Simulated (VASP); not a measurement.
Runs of VASP 6.6.1 on Al2InN3. The structure is that of space group Cmc2_1 (No. 36), or close to it. The cells are those of the table. 

| cell | gap on the mesh (eV) | pressure (GPa) | largest force (eV/Å) |
| --- | --- | --- | --- |
| a = 5.405, b = 5.405, c = 4.897 Å, angles 90.0, 90.0, 63.9°, 12 atoms | 2.77 | 29.3 | 1.39 |
| a = 5.833, b = 5.833, c = 5.434 Å, angles 90.0, 90.0, 58.5°, 12 atoms | 1.72 | -11.0 | 0.22 |
| a = 5.463, b = 5.463, c = 5.121 Å, angles 90.0, 90.0, 57.2°, 12 atoms | 2.79 | 28.7 | 1.14 |
| a = 5.700, b = 5.700, c = 5.343 Å, angles 90.0, 90.0, 57.2°, 12 atoms | (a) | 0.5 | 0.64 |
| a = 5.877, b = 5.877, c = 5.403 Å, angles 90.0, 90.0, 61.1°, 12 atoms | (b) | -15.0 | 0.14 |
| a = 5.649, b = 5.649, c = 5.156 Å, angles 90.0, 90.0, 62.5°, 12 atoms | 2.10 | 0.3 | 0.53 |
| a = 5.608, b = 5.608, c = 5.224 Å, angles 90.0, 90.0, 58.5°, 12 atoms | (c) | 7.6 | 0.37 |
| a = 5.504, b = 5.504, c = 5.060 Å, angles 90.0, 90.0, 61.1°, 12 atoms | 2.61 | 16.8 | 0.42 |

Alike in all rows: task single point; level PBE; potentials or basis VASP PAW PBE potentials, release 64 (Al, In_d, N); no spin polarisation; k mesh 6 × 6 × 6; cutoff (eV) 520; smearing gaussian 0.05 eV.

Question: Estimate the missing entries.

Answer: (a) 2.06; (b) 1.52; (c) 2.37.

Caveats: spin-orbit coupling is left out, which moves the levels of the heavy elements; forces of over 1 eV/Å act on the atoms, so gaps and moduli don't describe the material at rest (at least some runs); the stress differs along the axes, from 9 to 41 GPa (at least some runs); the stress differs along the axes, from -13 to -7 GPa (at least some runs); the stress differs along the axes, from 20 to 44 GPa (at least some runs); the stress differs along the axes, from -5 to 11 GPa (at least some runs); the stress differs along the axes, from -19 to -13 GPa (at least some runs).

A k mesh can miss the band edges, and the runs leave out spin-orbit coupling on In.
